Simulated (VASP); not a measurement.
# LiF (Pm-3m) in VASP: a series of runs, part 2 of 2

VASP 6.6.1.

## 4. Single point, PBE

File INCAR:

```
PREC = Accurate
ENCUT = 520
EDIFF = 1E-7
ISMEAR = 0
SIGMA = 0.01
LREAL = F
LASPH = T
NELM = 100
ALGO = Normal
ISIF = 2
LWAVE = F
LCHARG = F
GGA = PE
NBANDS = 12
```

File KPOINTS:

```
regular mesh
0
Gamma
  8 8 8
```

File POSCAR:

```
LiF
1.0
    2.5162584446      0.0000000000      0.0000000000
    0.0000000000      2.5162584446      0.0000000000
    0.0000000000      0.0000000000      2.5162584446
Li F
1 1
Direct
    0.0000000000      0.0000000000      0.0000000000
    0.5000000000      0.5000000000      0.5000000000
```

Potentials or basis: VASP PAW PBE potentials, release 64 (Li_sv, F).

Run with:

```bash
$ cat potpaw_PBE.64/Li_sv/POTCAR potpaw_PBE.64/F/POTCAR > POTCAR
$ mpirun -np 1 vasp_std > vasp.out
```

OUTCAR:

```text
PREC = Accurate
   ENCUT = 520
   EDIFF = 1E-7
   ISMEAR = 0
   LREAL = F
   LASPH = T
   NELM = 100
   ISIF = 2
   GGA = PE

 ion  position               nearest neighbor table
   1  0.000  0.000  0.000-   2 2.18   2 2.18   2 2.18   2 2.18   2 2.18   2 2.18   2 2.18   2 2.18

   2  0.500  0.500  0.500-   1 2.18   1 2.18   1 2.18   1 2.18   1 2.18   1 2.18   1 2.18   1 2.18

  LATTYP: Found a simple cubic cell.
 ALAT       =     2.5162584446

  Lattice vectors:

 A1 = (   2.5162584446,   0.0000000000,   0.0000000000)
 A2 = (   0.0000000000,   2.5162584446,   0.0000000000)
 A3 = (   0.0000000000,   0.0000000000,   2.5162584446)

Analysis of symmetry for initial positions (statically):
=====================================================================
 Subroutine PRICEL returns:
 Original cell was already a primitive cell.

 Routine SETGRP: Setting up the symmetry group for a
 simple cubic supercell.

 Subroutine GETGRP returns: Found 48 space group operations
 (whereof 48 operations were pure point group operations)
 out of a pool of 48 trial point group operations.

The static configuration has the point symmetry O_h .

Analysis of symmetry for dynamics (positions and initial velocities):
=====================================================================
 Subroutine PRICEL returns:
 Original cell was already a primitive cell.

 Routine SETGRP: Setting up the symmetry group for a
 simple cubic supercell.

 Subroutine GETGRP returns: Found 48 space group operations
 (whereof 48 operations were pure point group operations)
 out of a pool of 48 trial point group operations.

The dynamic configuration has the point symmetry O_h .

 Subroutine INISYM returns: Found 48 space group operations
 (whereof 48 operations are pure point group operations),
 and found     1 'primitive' translations

----------------------------------------------------------------------------------------

                                     Primitive cell
[... 114 lines left out ...]
  Thomas-Fermi vector in A             =   2.524529
   LORBIT       =      0    0 simple, 1 ext, 2 COOP (PROOUT), +10 PAW based schemes
   GGA     = PE    functional components
   LHFCALC =     F    Hartree Fock is set to
   AEXX    =    0.0000 exact exchange contribution
   IVDW    =     0    specifies the selected vdW correction
   LEPSILON=     F    determine dielectric tensor
   LRPA    =     F    only Hartree local field effects (RPA)
 non-spin polarized calculation
 Gauss-broadening in eV      SIGMA  =   0.01
  energy-cutoff  :      520.00
  volume of cell :       15.93
 maximum number of plane-waves:       442
 NGX is ok and might be reduce to    20
   NGX =  9   NGY =  9   NGZ =  9

 number of electron      10.0000023 magnetization

 Free energy of the ion-electron system (eV)
  ---------------------------------------------------
  ext. energy  EPLUGINS =         0.00000000
  ---------------------------------------------------
  free energy    TOTEN  =        -9.03882479 eV

  energy without entropy =       -9.03882479  energy(sigma->0) =       -9.03882479

 E-fermi :   0.5689     XC(G=0): -10.1808

 val. band max:        0.4472495206   @ k =   0.5000   0.5000   0.0000
 cond. band min:       8.3952488823   @ k =   0.0000   0.0000   0.0000
 fundamental gap:      7.9479993617
 Fermi energy:         0.5688739657

 k-point     1 :       0.0000    0.0000    0.0000
  band No.  band energies     occupation
      1     -42.3587      2.00000
      2     -20.5657      2.00000
      3      -0.2743      2.00000
      4      -0.2743      2.00000
      5      -0.2743      2.00000
      6       8.3952      0.00000
      7      19.5957      0.00000
      8      19.5957      0.00000
      9      21.9477      0.00000
     10      21.9477      0.00000
     11      21.9477      0.00000
     12      39.7338      0.00000
[... 331 lines left out ...]
 k-point    24 :       0.5000    0.3750    0.1250
  band No.  band energies     occupation
      1     -42.2560      2.00000
      2     -19.4939      2.00000
      3      -2.9717      2.00000
      4      -2.5085      2.00000
      5      -0.0077      2.00000
      6      13.4871      0.00000
      7      13.9104      0.00000
      8      14.5825      0.00000
      9      22.0272      0.00000
     10      24.2404      0.00000
     11      28.3064      0.00000
     12      29.9282      0.00000

 [... further k-points ...]
[... 5 lines left out ...]
  --------------------------------------------------------------------------------------
  -------------------------------------------------------------------------------------
  Total        0.3371074      0.3371074      0.3371074     -0.0000000     -0.0000000     -0.0000000
  in kB       33.9010478     33.9010478     33.9010478     -0.0000000     -0.0000000     -0.0000000
  external PRESSURE =      33.9010478 kB  Pullay stress =       0.0000000 kB

 VOLUME and BASIS-vectors are now :
 -----------------------------------------------------------------------------
  energy-cutoff  :      520.00
  volume of cell :       15.93
      direct lattice vectors                 reciprocal lattice vectors
     2.516258445  0.000000000  0.000000000     0.397415457  0.000000000  0.000000000
     0.000000000  2.516258445  0.000000000     0.000000000  0.397415457  0.000000000
     0.000000000  0.000000000  2.516258445     0.000000000  0.000000000  0.397415457

 POSITION                                       TOTAL-FORCE (eV/Angst)
 -----------------------------------------------------------------------------------
      0.00000      0.00000      0.00000         0.000000      0.000000      0.000000
      1.25813      1.25813      1.25813         0.000000      0.000000      0.000000
 -----------------------------------------------------------------------------------
    total drift:                                0.000000      0.000000      0.000000

  FREE ENERGIE OF THE ION-ELECTRON SYSTEM (eV)
  ---------------------------------------------------
  free  energy   TOTEN  =        -9.0388247894 eV

  energy  without entropy=       -9.0388247894  energy(sigma->0) =       -9.03882479
```

OSZICAR:

```text
N       E                     dE             d eps       ncg     rms          rms(c)
DAV:   1     0.301638270053E+02    0.30164E+02   -0.55215E+03   904   0.842E+02
DAV:   2    -0.855245641539E+01   -0.38716E+02   -0.38010E+02  1040   0.186E+02
DAV:   3    -0.957178610026E+01   -0.10193E+01   -0.10170E+01  1060   0.253E+01
DAV:   4    -0.958204741656E+01   -0.10261E-01   -0.10261E-01   940   0.266E+00
DAV:   5    -0.958218202811E+01   -0.13461E-03   -0.13461E-03  1052   0.221E-01    0.448E+00
DAV:   6    -0.905064233310E+01    0.53154E+00   -0.24168E+00   852   0.954E+00    0.137E+00
DAV:   7    -0.904191964531E+01    0.87227E-02   -0.18419E-02  1116   0.119E+00    0.837E-01
DAV:   8    -0.903872706476E+01    0.31926E-02   -0.13748E-02  1108   0.124E+00    0.107E-01
DAV:   9    -0.903875804307E+01   -0.30978E-04   -0.57398E-04  1004   0.220E-01    0.465E-02
DAV:  10    -0.903882475109E+01   -0.66708E-04   -0.10225E-04   916   0.839E-02    0.609E-03
DAV:  11    -0.903882477599E+01   -0.24892E-07   -0.14170E-06  1080   0.104E-02    0.262E-03
DAV:  12    -0.903882478938E+01   -0.13394E-07   -0.65251E-07   952   0.702E-03
   1 F= -.90388248E+01 E0= -.90388248E+01  d E =-.188904E-68
```

stdout:

```text
POSCAR found type information on POSCAR LiF
 POSCAR found :  2 types and       2 ions
 scaLAPACK will be used
 LDA part: xc-table for (Slater+PW92), standard interpolation
 POSCAR, INCAR and KPOINTS ok, starting setup
 FFT: planning ... GRIDC
 FFT: planning ... GRID_SOFT
 FFT: planning ... GRID
 WAVECAR not read
 entering main loop
```

Wall time 3.8 s (1 thread of AMD EPYC 9R45 (Zen 5), shared host); peak memory 0.09 GiB.

Results:

| Item | Value |
| --- | --- |
| Free energy | -9.0388 eV |
| Band gap on the k mesh | 7.95 eV, indirect (least direct gap 8.67 eV) |

Caveat: the cutoff is under 1.25 times the usual one of these potentials, so pressure, stress and relaxed cells hold a basis-set (Pulay) error. A k mesh can miss the band edges.

## 5. Summary

```csv
level,potentials or basis,k mesh,gap on the mesh (eV)
PBE,"VASP PAW PBE potentials, release 64 (Li_sv, F)",6 × 6 × 6,7.95
LDA,"VASP PAW LDA potentials, release 64 (Li_sv, F)",6 × 6 × 6,7.74
PBE,"VASP PAW PBE potentials, release 64 (Li_sv, F)",8 × 8 × 8,7.95
```

Alike in all rows: task single point; no spin polarisation; cell as given; cutoff (eV) 520; smearing gaussian 0.01 eV.

Caveats: the cutoff is under 1.25 times the usual one of these potentials, so pressure, stress and relaxed cells hold a basis-set (Pulay) error.

Total energies depend on the potentials used, so only differences within one code and one set of settings carry meaning.
